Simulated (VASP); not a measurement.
# MgS (I4/mmm) in VASP: a series of runs

The runs below take MgS through single point, with r2SCAN.

Program: VASP 6.6.1. These are calculated values, not measurements. Logs are shortened: lines on timing, memory, paths and dates and some standing lists are left out, and cuts for length are marked.

### 1 The cell of the first run

It takes space group I4/mmm (No. 139, tetragonal). The conventional cell has a = 3.826 Å, b = 3.826 Å, c = 4.787 Å, α = 90.00°, β = 90.00°, γ = 90.00°. Mg (site symmetry 4/mmm) has 6 S at 2.39 to 2.71 Å within 3.2 Å. S (site symmetry 4/mmm) has 6 Mg at 2.39 to 2.71 Å within 3.2 Å.

### 2 Single point, r2SCAN (strain +0.040 along x and y, -0.080 along z)

Contents of POSCAR:

```
MgS
1.0
    0.0000000000      2.7057160000      2.3935180000
    2.7057160000      0.0000000000      2.3935180000
    2.7057160000      2.7057160000      0.0000000000
Mg S
1 1
Direct
    0.0000000000      0.0000000000      0.0000000000
    0.5000000000      0.5000000000      0.5000000000
```

Contents of INCAR.step1:

```
SYSTEM = MgS
ALGO = Normal ; EDIFF = 1E-4
ENCUT = 520 ; GGA = PE
ISMEAR = 0 ; LASPH = .TRUE.
LCHARG = .FALSE. ; LREAL = .FALSE.
LWAVE = .TRUE. ; NBANDS = 11
NELM = 80 ; PREC = Accurate
SIGMA = 0.05
```

Contents of INCAR.step2:

```
SYSTEM = MgS
ALGO = Normal ; EDIFF = 1E-6
ENCUT = 520 ; ISIF = 2
ISMEAR = 0 ; ISTART = 1
LASPH = .TRUE. ; LCHARG = .TRUE.
LELF = .TRUE. ; LMIXTAU = .TRUE.
LREAL = .FALSE. ; LVHAR = .TRUE.
LWAVE = .FALSE. ; METAGGA = R2SCAN
NBANDS = 11 ; NELM = 80
PREC = Accurate ; SIGMA = 0.05
```

Contents of KPOINTS:

```
k-points
0
G
  8 8 8
  0 0 0
```

Potentials or basis: VASP PAW PBE potentials, release 64 (Mg, S).

The run is started by

```
cat potpaw_PBE.64/Mg/POTCAR potpaw_PBE.64/S/POTCAR > POTCAR
cp INCAR.step1 INCAR
mpirun -np 1 vasp_std > vasp.out
cp INCAR.step2 INCAR
mpirun -np 1 vasp_std > vasp.out
```

OUTCAR:

```text
SYSTEM = MgS
   EDIFF = 1E-6
   ENCUT = 520
   ISIF = 2
   ISMEAR = 0
   ISTART = 1
   LASPH = .TRUE.
   LREAL = .FALSE.
   METAGGA = R2SCAN
   NELM = 80
   PREC = Accurate

 ion  position               nearest neighbor table
   1  0.000  0.000  0.000-   2 2.39   2 2.39   2 2.71   2 2.71   2 2.71   2 2.71
   2  0.500  0.500  0.500-   1 2.39   1 2.39   1 2.71   1 2.71   1 2.71   1 2.71

  LATTYP: Found a body centered tetragonal cell.
 ALAT       =     3.8264602631
 C/A-ratio  =     1.2510350744

  Lattice vectors:

 A1 = (   0.0000000000,  -2.7057160000,  -2.3935180000)
 A2 = (   0.0000000000,   2.7057160000,  -2.3935180000)
 A3 = (   2.7057160000,   0.0000000000,   2.3935180000)

Analysis of symmetry for initial positions (statically):
=====================================================================
 Subroutine PRICEL returns:
 Original cell was already a primitive cell.

 Routine SETGRP: Setting up the symmetry group for a
 body centered tetragonal supercell.

 Subroutine GETGRP returns: Found 16 space group operations
 (whereof 16 operations were pure point group operations)
 out of a pool of 16 trial point group operations.

The static configuration has the point symmetry D_4h.

Analysis of symmetry for dynamics (positions and initial velocities):
=====================================================================
 Subroutine PRICEL returns:
 Original cell was already a primitive cell.

 Routine SETGRP: Setting up the symmetry group for a
 body centered tetragonal supercell.

 Subroutine GETGRP returns: Found 16 space group operations
 (whereof 16 operations were pure point group operations)
 out of a pool of 16 trial point group operations.

The dynamic configuration has the point symmetry D_4h.

 Subroutine INISYM returns: Found 16 space group operations
 (whereof 16 operations are pure point group operations),
 and found     1 'primitive' translations

----------------------------------------------------------------------------------------

                                     Primitive cell

  volume of cell :      35.0454

  direct lattice vectors                    reciprocal lattice vectors
     0.000000000  2.705716000  2.393518000    -0.184793970  0.184793970  0.208897531
     2.705716000  0.000000000  2.393518000     0.184793970 -0.184793970  0.208897531
     2.705716000  2.705716000  0.000000000     0.184793970  0.184793970 -0.208897531

  length of vectors
     3.612454496  3.612454496  3.826460263     0.334568081  0.334568081  0.334568081

  position of ions in fractional coordinates (direct lattice)
[... 88 lines left out ...]
   TEBEG  =    0.0;   TEEND  =   0.0 temperature during run
   PSTRESS=    0.0 pullay stress
   NELECT =       8.0000    total number of electrons
   NUPDOWN=      -1.0000    fix difference up-down
   EMIN   =  10.00;   EMAX   =-10.00  energy-range for DOS
   EFERMI =   0.00;   METHOD = LEGACY
   ISMEAR =     0;   SIGMA  =   0.05  broadening in eV -4-tet -1-fermi 0-gaus
   EFERMI_NEDOS =   21; number of points for ismear=-14 and -15
   IALGO  =     38    algorithm
   IMIX   =      4    mixing-type and parameters
     AMIX     =   0.40;   BMIX     =  1.00
     AMIX_MAG =   1.60;   BMIX_MAG =  1.00
  volume/ion in A,a.u.               =      17.52       118.25
  Fermi-wavevector in a.u.,A,eV,Ry     =   1.000525  1.890717 13.620106  1.001050
  Thomas-Fermi vector in A             =   2.132887
   LORBIT       =      0    0 simple, 1 ext, 2 COOP (PROOUT), +10 PAW based schemes
   METAGGA = R2SCAN    functional components
   LHFCALC =     F    Hartree Fock is set to
   AEXX    =    0.0000 exact exchange contribution
   IVDW    =     0    specifies the selected vdW correction
   LEPSILON=     F    determine dielectric tensor
   LRPA    =     F    only Hartree local field effects (RPA)
 non-spin polarized calculation
 Gauss-broadening in eV      SIGMA  =   0.05
  energy-cutoff  :      520.00
  volume of cell :       35.05
 maximum number of plane-waves:       956
   NGX = 13   NGY = 13   NGZ = 15

 number of electron       7.9999999 magnetization

 Free energy of the ion-electron system (eV)
  ---------------------------------------------------
  ext. energy  EPLUGINS =         0.00000000
  ---------------------------------------------------
  free energy    TOTEN  =       -15.37288039 eV

  energy without entropy =      -15.37288039  energy(sigma->0) =      -15.37288039

 E-fermi :   3.9394     XC(G=0): -10.0908

 val. band max:        3.6999722937   @ k =   0.0000   0.0000   0.0000
 cond. band min:       6.7417934052   @ k =   0.5000   0.5000   0.0000
 fundamental gap:      3.0418211115
 Fermi energy:         3.9394279521

 k-point     1 :       0.0000    0.0000    0.0000
  band No.  band energies     occupation
      1      -9.7245      2.00000
      2       3.0802      2.00000
      3       3.7000      2.00000
      4       3.7000      2.00000
      5       8.1498      0.00000
      6      11.7085      0.00000
      7      11.7085      0.00000
      8      13.0219      0.00000
      9      13.5970      0.00000
     10      15.2210      0.00000
     11      16.7606      0.00000
[... 309 lines left out ...]
 k-point    24 :       0.3750   -0.0000    0.1250
  band No.  band energies     occupation
      1      -8.7338      2.00000
      2      -0.2156      2.00000
      3       2.4503      2.00000
      4       2.7960      2.00000
      5       9.4979      0.00000
      6      10.4875      0.00000
      7      12.4868      0.00000
      8      12.9262      0.00000
      9      15.9763      0.00000
     10      16.9650      0.00000
     11      17.7467      0.00000

 [... further k-points ...]

------------------------ aborting loop because EDIFF is reached ----------------------------------------

  FORCE on cell =-STRESS in cart. coord.  units (eV):
  Direction    XX          YY          ZZ          XY          YZ          ZX
  --------------------------------------------------------------------------------------
  -------------------------------------------------------------------------------------
  Total       -0.6431553     -0.6431553      3.0290482      0.0000000     -0.0000000      0.0000000
  in kB      -29.4032474    -29.4032474    138.4795546      0.0000000     -0.0000000      0.0000000
  external PRESSURE =      26.5576866 kB  Pullay stress =       0.0000000 kB

 VOLUME and BASIS-vectors are now :
 -----------------------------------------------------------------------------
  energy-cutoff  :      520.00
  volume of cell :       35.05
      direct lattice vectors                 reciprocal lattice vectors
     0.000000000  2.705716000  2.393518000    -0.184793970  0.184793970  0.208897531
     2.705716000  0.000000000  2.393518000     0.184793970 -0.184793970  0.208897531
     2.705716000  2.705716000  0.000000000     0.184793970  0.184793970 -0.208897531

 POSITION                                       TOTAL-FORCE (eV/Angst)
 -----------------------------------------------------------------------------------
      0.00000      0.00000      0.00000        -0.000000     -0.000000      0.000000
      2.70572      2.70572      2.39352         0.000000      0.000000     -0.000000
 -----------------------------------------------------------------------------------
    total drift:                                0.000000      0.000000      0.000000

  FREE ENERGIE OF THE ION-ELECTRON SYSTEM (eV)
  ---------------------------------------------------
  free  energy   TOTEN  =       -15.3728803863 eV

  energy  without entropy=      -15.3728803863  energy(sigma->0) =      -15.37288039
```

OUTCAR.step1:

```text
SYSTEM = MgS
   EDIFF = 1E-4
   ENCUT = 520
   GGA = PE
   ISMEAR = 0
   LASPH = .TRUE.
   LREAL = .FALSE.
[... 557 lines left out ...]
      0.00000      0.00000      0.00000        -0.000000      0.000000      0.000000
      2.70572      2.70572      2.39352         0.000000     -0.000000      0.000000
 -----------------------------------------------------------------------------------
    total drift:                                0.000000      0.000000      0.000000

  FREE ENERGIE OF THE ION-ELECTRON SYSTEM (eV)
  ---------------------------------------------------
  free  energy   TOTEN  =        -8.3634820906 eV

  energy  without entropy=       -8.3634820906  energy(sigma->0) =       -8.36348209
```

OSZICAR.step1:

```text
N       E                     dE             d eps       ncg     rms          rms(c)
DAV:   1     0.214243899710E+02    0.21424E+02   -0.36296E+03  1362   0.594E+02
DAV:   2    -0.741187956335E+01   -0.28836E+02   -0.27741E+02  1626   0.100E+02
DAV:   3    -0.878388590171E+01   -0.13720E+01   -0.13699E+01  1629   0.230E+01
DAV:   4    -0.879203672032E+01   -0.81508E-02   -0.81501E-02  1600   0.214E+00
DAV:   5    -0.879210956990E+01   -0.72850E-04   -0.72849E-04  1623   0.196E-01    0.453E+00
DAV:   6    -0.840709568114E+01    0.38501E+00   -0.82174E-01  1445   0.359E+00    0.354E+00
DAV:   7    -0.836361064334E+01    0.43485E-01   -0.23406E-01  1539   0.210E+00    0.238E+00
DAV:   8    -0.836384102058E+01   -0.23038E-03   -0.15435E-02  1436   0.757E-01    0.110E+00
DAV:   9    -0.836346391334E+01    0.37711E-03   -0.10993E-03  1493   0.191E-01    0.319E-01
DAV:  10    -0.836348209056E+01   -0.18177E-04   -0.22121E-04  1223   0.719E-02
   1 F= -.83634821E+01 E0= -.83634821E+01  d E =-.156021E-17
```

Run time: 3.6 min. Hardware: 1 thread of AMD EPYC 7R13, shared host; peak memory 0.15 GiB.

Results:

* Free energy: -15.3729 eV
* Pressure: 2.7 GPa
* Band gap on the k mesh: 3.04 eV, indirect (least direct gap 4.45 eV)

Stress tensor (GPa, compression positive):
```
-2.94  0.00  0.00
 0.00 -2.94  0.00
 0.00  0.00 13.85
```

Levels at points of the mesh, in eV from the valence-band top:
| k point | band 2 | band 3 | band 4 | band 5 | band 6 | band 7 |
| --- | --- | --- | --- | --- | --- | --- |
| (0.00, 0.00, 0.00) | -0.62 | 0.00 | 0.00 | 4.45 | 8.01 | 8.01 |
| (0.50, 0.00, 0.00) | -5.11 | -1.00 | -0.71 | 4.86 | 6.69 | 8.42 |
| (0.50, 0.50, 0.00) | -4.35 | -2.30 | -2.30 | 3.04 | 4.45 | 13.66 |
| (0.50, 0.00, 0.50) | -4.53 | -2.24 | -1.18 | 3.62 | 4.96 | 12.50 |

Caveat: the cell differs from its parent crystal (strain +0.040 along x and y, -0.080 along z); the PAW data sets were made with another functional, which shifts forces and pressure a little. A k mesh can miss the band edges.

### 3 Single point, r2SCAN (strain +0.040 along x and y, -0.040 along z)

Contents of POSCAR:

```
MgS
1.0
    0.0000000000      2.7057160000      2.4975840000
    2.7057160000      0.0000000000      2.4975840000
    2.7057160000      2.7057160000      0.0000000000
Mg S
1 1
Direct
    0.0000000000      0.0000000000      0.0000000000
    0.5000000000      0.5000000000      0.5000000000
```

Contents of INCAR.step1:

```
SYSTEM = MgS
PREC = Accurate ; ENCUT = 520
ISMEAR = 0 ; SIGMA = 0.05
LREAL = .False. ; LASPH = .True.
NELM = 80 ; NBANDS = 11
GGA = PE ; ALGO = Normal
EDIFF = 1E-4 ; LWAVE = .True.
LCHARG = .False.
```

Contents of INCAR.step2:

```
SYSTEM = MgS
PREC = Accurate ; ENCUT = 520
EDIFF = 1E-6 ; ISMEAR = 0
SIGMA = 0.05 ; LREAL = .False.
LASPH = .True. ; NELM = 80
ALGO = Normal ; ISIF = 2
LWAVE = .False. ; LCHARG = .False.
METAGGA = R2SCAN ; LMIXTAU = .True.
NBANDS = 11 ; ISTART = 1
```

Contents of KPOINTS:

```
regular mesh
0
Gamma
  8 8 8
  0 0 0
```

Potentials or basis: VASP PAW PBE potentials, release 64 (Mg, S).

The run is started by

```
cat potpaw_PBE.64/Mg/POTCAR potpaw_PBE.64/S/POTCAR > POTCAR
cp INCAR.step1 INCAR
mpirun -np 1 vasp_std > vasp.out
cp INCAR.step2 INCAR
mpirun -np 1 vasp_std > vasp.out
```

It took 3.4 min on 1 thread of AMD EPYC 7R13, shared host; peak memory 0.15 GiB.

Results (log left out):

```yaml
Free_energy: -15.4495 eV
Pressure: -2.2 GPa
Band_gap_on_the_k_mesh: 3.05 eV, indirect (least direct gap 4.18 eV)
```

Stress tensor (GPa, compression positive):
```
-4.84  0.00  0.00
 0.00 -4.84  0.00
 0.00  0.00  3.02
```

Levels at points of the mesh, in eV from the valence-band top:
```tsv
k point	band 1	band 2	band 3	band 4	band 5	band 6	band 7	band 8
(0.00, 0.00, 0.00)	-13.10	-0.40	0.00	0.00	4.18	8.20	8.20	9.03
(0.50, 0.00, 0.00)	-11.86	-4.81	-0.81	-0.62	4.96	6.93	7.93	10.71
(0.50, 0.50, 0.00)	-11.34	-4.14	-1.99	-1.99	3.05	4.73	13.16	13.44
(0.50, 0.00, 0.50)	-11.61	-4.22	-1.99	-1.30	3.42	5.04	12.31	13.04
```

Caveat: the cell differs from its parent crystal (strain +0.040 along x and y, -0.040 along z); the PAW data sets were made with another functional, which shifts forces and pressure a little. A k mesh can miss the band edges.

### 4 Single point, r2SCAN (strain +0.080 along x and y, -0.080 along z)

Contents of POSCAR:

```
MgS
1.0
    0.0000000000      2.8097820000      2.3935180000
    2.8097820000      0.0000000000      2.3935180000
    2.8097820000      2.8097820000      0.0000000000
Mg S
1 1
Direct
    0.0000000000      0.0000000000      0.0000000000
    0.5000000000      0.5000000000      0.5000000000
```

Contents of INCAR.step1:

```
SYSTEM = MgS
PREC = Accurate
ENCUT = 520
ISMEAR = 0
SIGMA = 0.05
LREAL = .False.
LASPH = .True.
NELM = 80
NBANDS = 11
GGA = PE
ALGO = Normal
EDIFF = 1E-4
LWAVE = .True.
LCHARG = .False.
```

Contents of INCAR.step2:

```
SYSTEM = MgS
PREC = Accurate
ENCUT = 520
EDIFF = 1E-6
ISMEAR = 0
SIGMA = 0.05
LREAL = .False.
LASPH = .True.
NELM = 80
ALGO = Normal
ISIF = 2
LWAVE = .False.
LCHARG = .False.
METAGGA = R2SCAN
LMIXTAU = .True.
NBANDS = 11
ISTART = 1
```

Contents of KPOINTS:

```
Automatic mesh
0
Gamma
  8 8 8
  0 0 0
```

The run is started by

```
cat potpaw_PBE.64/Mg/POTCAR potpaw_PBE.64/S/POTCAR > POTCAR
cp INCAR.step1 INCAR
mpirun -np 1 vasp_std > vasp.out
cp INCAR.step2 INCAR
mpirun -np 1 vasp_std > vasp.out
```

Wall time 4.4 min (1 thread of AMD EPYC 7R13, shared host); peak memory 0.15 GiB.

It converged, with:

- Free energy: -15.2870 eV
- Pressure: -1.4 GPa
- Band gap on the k mesh: 2.91 eV, indirect (least direct gap 3.83 eV)

Stress tensor (GPa, compression positive):
```
-6.74  0.00  0.00
 0.00 -6.74  0.00
 0.00  0.00  9.28
```

Levels at points of the mesh, in eV from the valence-band top:
```tsv
k point	band 1	band 2	band 3	band 4	band 5	band 6	band 7	band 8	band 9
(0.00, 0.00, 0.00)	-13.08	-0.82	0.00	0.00	3.83	7.96	7.96	9.55	9.59
(0.50, 0.00, 0.00)	-11.91	-4.78	-0.98	-0.70	4.65	6.43	8.61	10.30	12.54
(0.50, 0.50, 0.00)	-11.32	-4.02	-2.24	-2.24	2.91	4.54	13.01	13.01	13.18
(0.50, 0.00, 0.50)	-11.77	-4.19	-2.22	-0.91	3.52	5.22	11.54	11.95	12.38
```

Caveat: the cell differs from its parent crystal (strain +0.080 along x and y, -0.080 along z); the PAW data sets were made with another functional, which shifts forces and pressure a little.

### 5 Single point, r2SCAN (strain +0.000 along x and y, +0.080 along z)

Contents of POSCAR:

```
MgS
1.0
    0.0000000000      2.6016500000      2.8097820000
    2.6016500000      0.0000000000      2.8097820000
    2.6016500000      2.6016500000      0.0000000000
Mg S
1 1
Direct
    0.0000000000      0.0000000000      0.0000000000
    0.5000000000      0.5000000000      0.5000000000
```

Contents of INCAR.step1:

```
PREC = Accurate
ENCUT = 520
ISMEAR = 0
SIGMA = 0.05
LREAL = F
LASPH = T
NELM = 80
NBANDS = 11
GGA = PE
ALGO = Normal
EDIFF = 1E-4
LWAVE = T
LCHARG = F
```

Contents of INCAR.step2:

```
PREC = Accurate
ENCUT = 520
EDIFF = 1E-6
ISMEAR = 0
SIGMA = 0.05
LREAL = F
LASPH = T
NELM = 80
ALGO = Normal
ISIF = 2
LWAVE = F
LCHARG = F
METAGGA = R2SCAN
LMIXTAU = T
NBANDS = 11
ISTART = 1
```

Contents of KPOINTS:

```
regular mesh
0
Gamma
  8 8 8
```

The run is started by

```
cat potpaw_PBE.64/Mg/POTCAR potpaw_PBE.64/S/POTCAR > POTCAR
cp INCAR.step1 INCAR
mpirun -np 1 vasp_std > vasp.out
cp INCAR.step2 INCAR
mpirun -np 1 vasp_std > vasp.out
```

It took 3.3 min on 1 thread of AMD EPYC 7R13, shared host; peak memory 0.15 GiB.

The run converged. Its results:

```yaml
Free_energy: -15.4262 eV
Pressure: -4.9 GPa
Band_gap_on_the_k_mesh: 3.01 eV, indirect (least direct gap 3.83 eV)
```

Stress tensor (GPa, compression positive):
```
-3.45  0.00  0.00
 0.00 -3.45  0.00
 0.00  0.00 -7.83
```

Levels at points of the mesh, in eV from the valence-band top:
| k point | band 2 | band 3 | band 4 | band 5 | band 6 | band 7 |
| --- | --- | --- | --- | --- | --- | --- |
| (0.00, 0.00, 0.00) | -0.28 | -0.28 | 0.00 | 3.83 | 7.91 | 8.69 |
| (0.50, 0.00, 0.00) | -4.66 | -0.82 | -0.61 | 4.84 | 6.99 | 7.63 |
| (0.50, 0.50, 0.00) | -4.07 | -1.53 | -1.53 | 3.41 | 5.14 | 11.61 |
| (0.50, 0.00, 0.50) | -4.04 | -2.16 | -1.50 | 3.01 | 4.91 | 12.41 |

Caveat: the cell differs from its parent crystal (strain +0.000 along x and y, +0.080 along z); the PAW data sets were made with another functional, which shifts forces and pressure a little. A k mesh can miss the band edges.

### 6 Summary

```tsv
cell	gap on the mesh (eV)	pressure (GPa)
a = 3.612, b = 3.612, c = 3.826 Å, angles 58.0, 58.0, 64.0°, 2 atoms	3.04	2.7
a = 3.682, b = 3.682, c = 3.826 Å, angles 58.7, 58.7, 62.6°, 2 atoms	3.05	-2.2
a = 3.691, b = 3.691, c = 3.974 Å, angles 57.4, 57.4, 65.1°, 2 atoms	2.91	-1.4
a = 3.829, b = 3.829, c = 3.679 Å, angles 61.3, 61.3, 57.4°, 2 atoms	3.01	-4.9
```

Alike in all rows: task single point; level r2SCAN; potentials or basis VASP PAW PBE potentials, release 64 (Mg, S); no spin polarisation; k mesh 8 × 8 × 8; cutoff (eV) 520; smearing gaussian 0.05 eV.

Caveats: the PAW data sets were made with another functional, which shifts forces and pressure a little.

Total energies depend on the potentials used, so only differences within one code and one set of settings carry meaning.
